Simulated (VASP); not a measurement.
# MgTl in VASP: a series of runs

The runs below take MgTl through single point, with LDA.

All numbers are computed with VASP 6.6.1; they aren't measurements. Logs are shortened: lines on timing, memory, paths and dates and some standing lists are left out, and cuts for length are marked.

## (1) The cell of the first run

It takes space group Pm-3m (No. 221, cubic). Conventional cell: a = 3.586 Å, b = 3.586 Å, c = 3.586 Å, α = 90.00°, β = 90.00°, γ = 90.00°. Mg (site symmetry m-3m) has 8 Tl at 3.11 Å and 6 Mg at 3.59 Å within 4.1 Å. Tl (site symmetry m-3m) has 8 Mg at 3.11 Å and 6 Tl at 3.59 Å within 4.1 Å.

## (2) Single point, LDA (volume scaled by 0.96)

The input, INCAR:

```
  PREC = Accurate
  ENCUT = 520
  EDIFF = 1E-6
  ISMEAR = -1
  SIGMA = 0.05
  LREAL = F
  LASPH = T
  NELM = 100
  ALGO = Normal
  ISIF = 2
  LWAVE = F
  LCHARG = F
  NBANDS = 14
```

The input, KPOINTS:

```
Automatic mesh
0
Gamma
  9 9 9
```

The input, POSCAR:

```
MgTl
1.0
    3.5858723561      0.0000000000      0.0000000000
    0.0000000000      3.5858723561      0.0000000000
    0.0000000000      0.0000000000      3.5858723561
Mg Tl
1 1
Direct
    0.0000000000      0.0000000000      0.0000000000
    0.5000000000      0.5000000000      0.5000000000
```

Potentials or basis: VASP PAW LDA potentials, release 64 (Mg, Tl_d).

Launch:

```sh
$ cat potpaw_LDA.64/Mg/POTCAR potpaw_LDA.64/Tl_d/POTCAR > POTCAR
$ mpirun -np 1 vasp_std > vasp.out
```

OUTCAR:

```text
PREC = Accurate
   ENCUT = 520
   EDIFF = 1E-6
   ISMEAR = -1
   LREAL = F
   LASPH = T
   NELM = 100
   ISIF = 2

 ion  position               nearest neighbor table
   1  0.000  0.000  0.000-   2 3.11   2 3.11   2 3.11   2 3.11   2 3.11   2 3.11   2 3.11   2 3.11

   2  0.500  0.500  0.500-   1 3.11   1 3.11   1 3.11   1 3.11   1 3.11   1 3.11   1 3.11   1 3.11

  LATTYP: Found a simple cubic cell.
 ALAT       =     3.5858723561

  Lattice vectors:

 A1 = (   3.5858723561,   0.0000000000,   0.0000000000)
 A2 = (   0.0000000000,   3.5858723561,   0.0000000000)
 A3 = (   0.0000000000,   0.0000000000,   3.5858723561)

Analysis of symmetry for initial positions (statically):
=====================================================================
 Subroutine PRICEL returns:
 Original cell was already a primitive cell.

 Routine SETGRP: Setting up the symmetry group for a
 simple cubic supercell.

 Subroutine GETGRP returns: Found 48 space group operations
 (whereof 48 operations were pure point group operations)
 out of a pool of 48 trial point group operations.

The static configuration has the point symmetry O_h .

Analysis of symmetry for dynamics (positions and initial velocities):
=====================================================================
 Subroutine PRICEL returns:
 Original cell was already a primitive cell.

 Routine SETGRP: Setting up the symmetry group for a
 simple cubic supercell.

 Subroutine GETGRP returns: Found 48 space group operations
 (whereof 48 operations were pure point group operations)
 out of a pool of 48 trial point group operations.

The dynamic configuration has the point symmetry O_h .

 Subroutine INISYM returns: Found 48 space group operations
 (whereof 48 operations are pure point group operations),
 and found     1 'primitive' translations

----------------------------------------------------------------------------------------

                                     Primitive cell

  volume of cell :      46.1089

  direct lattice vectors                    reciprocal lattice vectors
     3.585872356  0.000000000  0.000000000     0.278872169  0.000000000  0.000000000
     0.000000000  3.585872356  0.000000000     0.000000000  0.278872169  0.000000000
     0.000000000  0.000000000  3.585872356     0.000000000  0.000000000  0.278872169

  length of vectors
     3.585872356  3.585872356  3.585872356     0.278872169  0.278872169  0.278872169

  position of ions in fractional coordinates (direct lattice)
     0.000000000  0.000000000  0.000000000
     0.500000000  0.500000000  0.500000000

  ion indices of the primitive-cell ions
   primitive index   ion index
                 1           1
                 2           2

----------------------------------------------------------------------------------------

 KPOINTS: Automatic mesh

Automatic generation of k-mesh.
 Grid dimensions read from file:
 generate k-points for:    9    9    9

 Generating k-lattice:

  Cartesian coordinates                     Fractional coordinates (reciprocal lattice)
     0.030985797  0.000000000  0.000000000     0.111111111  0.000000000  0.000000000
     0.000000000  0.030985797  0.000000000     0.000000000  0.111111111  0.000000000
     0.000000000  0.000000000  0.030985797     0.000000000  0.000000000  0.111111111

  Length of vectors
     0.030985797  0.030985797  0.030985797

  Shift w.r.t. Gamma in fractional coordinates (k-lattice)
     0.000000000  0.000000000  0.000000000

 Subroutine IBZKPT returns following result:
 ===========================================

 Found     35 irreducible k-points:

 Following reciprocal coordinates:
            Coordinates               Weight
  0.000000  0.000000  0.000000      1.000000
  0.111111  0.000000  0.000000      6.000000
  0.222222  0.000000  0.000000      6.000000
  0.333333  0.000000  0.000000      6.000000
  0.444444  0.000000  0.000000      6.000000
  0.111111  0.111111  0.000000     12.000000
[... 16 lines left out ...]
  0.333333  0.333333  0.111111     24.000000
  0.444444  0.333333  0.111111     48.000000
 [... further k-points ...]
   k-points           NKPTS =     35   k-points in BZ     NKDIM =     35   number of bands    NBANDS=     14
   number of dos      NEDOS =    301   number of ions     NIONS =      2
   total plane-waves  NPLWV =  21952
   dimension x,y,z NGX =    28 NGY =   28 NGZ =   28
   dimension x,y,z NGXF=    56 NGYF=   56 NGZF=   56
   ions per type =               1   1
   NGX,Y,Z   is equivalent  to a cutoff of  12.98, 12.98, 12.98 a.u.
   NGXF,Y,Z  is equivalent  to a cutoff of  25.96, 25.96, 25.96 a.u.
 SYSTEM =  unknown system
   PREC   = accura    normal or accurate (medium, high low for compatibility)
   ISTART =      0    job   : 0-new  1-cont  2-samecut
   ICHARG =      2    charge: 1-file 2-atom 10-const
   ISPIN  =      1    spin polarized calculation?
   LNONCOLLINEAR =      F non collinear calculations
   LSORBIT =      F    spin-orbit coupling
   LASPH  =      T    aspherical Exc in radial PAW
   ENCUT  =  520.0 eV  38.22 Ry    6.18 a.u.   6.67  6.67  6.67*2*pi/ulx,y,z
   NELM   =    100;   NELMIN=  2; NELMDL= -5     # of ELM steps
   EDIFF  = 0.1E-05   stopping-criterion for ELM
   LREAL  =      F    real-space projection
   EDIFFG = 0.1E-04   stopping-criterion for IOM
   NSW    =      0    number of steps for IOM
   IBRION =     -1    ionic relax: 0-MD 1-quasi-New 2-CG
   NFREE  =      0    steps in history (QN), initial steepest desc. (CG)
   ISIF   =      2    stress and relaxation
   ISYM   =      2    0-nonsym 1-usesym 2-fastsym
   POTIM  = 0.5000    time-step for ionic-motion
   TEBEG  =    0.0;   TEEND  =   0.0 temperature during run
   PSTRESS=    0.0 pullay stress
   NELECT =      15.0000    total number of electrons
   NUPDOWN=      -1.0000    fix difference up-down
   EMIN   =  10.00;   EMAX   =-10.00  energy-range for DOS
   EFERMI =   0.00;   METHOD = LEGACY
   ISMEAR =    -1;   SIGMA  =   0.05  broadening in eV -4-tet -1-fermi 0-gaus
   EFERMI_NEDOS =   21; number of points for ismear=-14 and -15
   IALGO  =     38    algorithm
   IMIX   =      4    mixing-type and parameters
     AMIX     =   0.40;   BMIX     =  1.00
     AMIX_MAG =   1.60;   BMIX_MAG =  1.00
  volume/ion in A,a.u.               =      23.05       155.58
  Fermi-wavevector in a.u.,A,eV,Ry     =   1.125927  2.127694 17.248279  1.267713
  Thomas-Fermi vector in A             =   2.262607
   LORBIT       =      0    0 simple, 1 ext, 2 COOP (PROOUT), +10 PAW based schemes
   GGA     = CA    functional components
   LHFCALC =     F    Hartree Fock is set to
   AEXX    =    0.0000 exact exchange contribution
   IVDW    =     0    specifies the selected vdW correction
   LEPSILON=     F    determine dielectric tensor
   LRPA    =     F    only Hartree local field effects (RPA)
 non-spin polarized calculation
  energy-cutoff  :      520.00
  volume of cell :       46.11
 maximum number of plane-waves:      1264
 NGX is ok and might be reduce to    28
   NGX = 13   NGY = 13   NGZ = 13

 number of electron      15.0000000 magnetization

 Free energy of the ion-electron system (eV)
  ---------------------------------------------------
  ext. energy  EPLUGINS =         0.00000000
  ---------------------------------------------------
  free energy    TOTEN  =        -5.07493809 eV

  energy without entropy =       -5.06606014  energy(sigma->0) =       -5.07049911

 E-fermi :   5.7985     XC(G=0): -10.1554

 val. band max:        5.7503321129   @ k =   0.4444   0.3333   0.3333
 cond. band min:       5.8380425328   @ k =   0.3333   0.2222   0.1111
 fundamental gap:      0.0877104199
 Fermi energy:         5.7985311785

 k-point     1 :       0.0000    0.0000    0.0000
  band No.  band energies     occupation
      1      -6.1246      2.00000
      2      -6.1246      2.00000
      3      -5.7293      2.00000
      4      -5.7293      2.00000
      5      -5.7293      2.00000
      6      -4.1192      2.00000
      7       8.1820      0.00000
      8       8.1820      0.00000
      9       8.1820      0.00000
     10       9.4239      0.00000
     11      11.1680      0.00000
     12      11.1680      0.00000
     13      19.7085      0.00000
     14      19.7086      0.00000

 k-point     2 :       0.1111    0.0000    0.0000
  band No.  band energies     occupation
      1      -6.1200      2.00000
      2      -6.0868      2.00000
      3      -5.7467      2.00000
      4      -5.7467      2.00000
      5      -5.7274      2.00000
      6      -3.9698      2.00000
      7       6.4891      0.00000
      8       8.3516      0.00000
      9       8.3516      0.00000
     10      10.0529      0.00000
     11      11.2272      0.00000
     12      12.5618      0.00000
     13      18.0138      0.00000
     14      18.0138      0.00000

 k-point     3 :       0.2222    0.0000    0.0000
  band No.  band energies     occupation
      1      -6.1085      2.00000
      2      -5.9974      2.00000
      3      -5.7903      2.00000
      4      -5.7903      2.00000
      5      -5.7227      2.00000
      6      -3.5165      2.00000
      7       4.3175      2.00000
      8       8.8401      0.00000
      9       8.8401      0.00000
     10      10.5063      0.00000
     11      11.3958      0.00000
     12      15.2588      0.00000
     13      16.0952      0.00000
     14      16.0952      0.00000
[... 324 lines left out ...]
 k-point    23 :       0.3333    0.3333    0.1111
  band No.  band energies     occupation
      1      -6.0141      2.00000
      2      -5.9407      2.00000
      3      -5.8517      2.00000
      4      -5.8484      2.00000
      5      -5.6852      2.00000
      6      -1.3961      2.00000
      7       3.7718      2.00000
      8       4.0361      2.00000
      9       8.5676      0.00000
     10       9.3487      0.00000
     11      13.0923      0.00000
     12      13.6103      0.00000
     13      14.6965      0.00000
     14      17.3447      0.00000

 k-point    24 :       0.4444    0.3333    0.1111
  band No.  band energies     occupation
      1      -6.0612      2.00000
      2      -5.9257      2.00000
      3      -5.8828      2.00000
      4      -5.8451      2.00000
      5      -5.6124      2.00000
      6      -0.6567      2.00000
      7       2.5204      2.00000
      8       4.6773      2.00000
      9       7.3232      0.00000
     10      10.1931      0.00000
     11      11.9887      0.00000
     12      14.1841      0.00000
     13      14.7993      0.00000
     14      16.7631      0.00000

 [... further k-points ...]
[... 5 lines left out ...]
  --------------------------------------------------------------------------------------
  -------------------------------------------------------------------------------------
  Total       -0.3325945     -0.3325945     -0.3325945     -0.0000000      0.0000000      0.0000000
  in kB      -11.5568961    -11.5568961    -11.5568961     -0.0000000      0.0000000      0.0000000
  external PRESSURE =     -11.5568961 kB  Pullay stress =       0.0000000 kB

 VOLUME and BASIS-vectors are now :
 -----------------------------------------------------------------------------
  energy-cutoff  :      520.00
  volume of cell :       46.11
      direct lattice vectors                 reciprocal lattice vectors
     3.585872356  0.000000000  0.000000000     0.278872169  0.000000000  0.000000000
     0.000000000  3.585872356  0.000000000     0.000000000  0.278872169  0.000000000
     0.000000000  0.000000000  3.585872356     0.000000000  0.000000000  0.278872169

 POSITION                                       TOTAL-FORCE (eV/Angst)
 -----------------------------------------------------------------------------------
      0.00000      0.00000      0.00000         0.000000      0.000000      0.000000
      1.79294      1.79294      1.79294         0.000000      0.000000      0.000000
 -----------------------------------------------------------------------------------
    total drift:                                0.000000      0.000000      0.000000

  FREE ENERGIE OF THE ION-ELECTRON SYSTEM (eV)
  ---------------------------------------------------
  free  energy   TOTEN  =        -5.0749380919 eV

  energy  without entropy=       -5.0660601359  energy(sigma->0) =       -5.07049911
```

It took 22 s on 1 thread of Intel Xeon Platinum 8259CL at 2.50GHz (Skylake/Cascade Lake), shared host; peak memory 0.15 GiB.

What came out:

* Free energy: -5.0749 eV
* Pressure: -1.2 GPa

Caveat: spin-orbit coupling is left out, which moves the levels of the heavy elements.

[end of part 1 of 2]
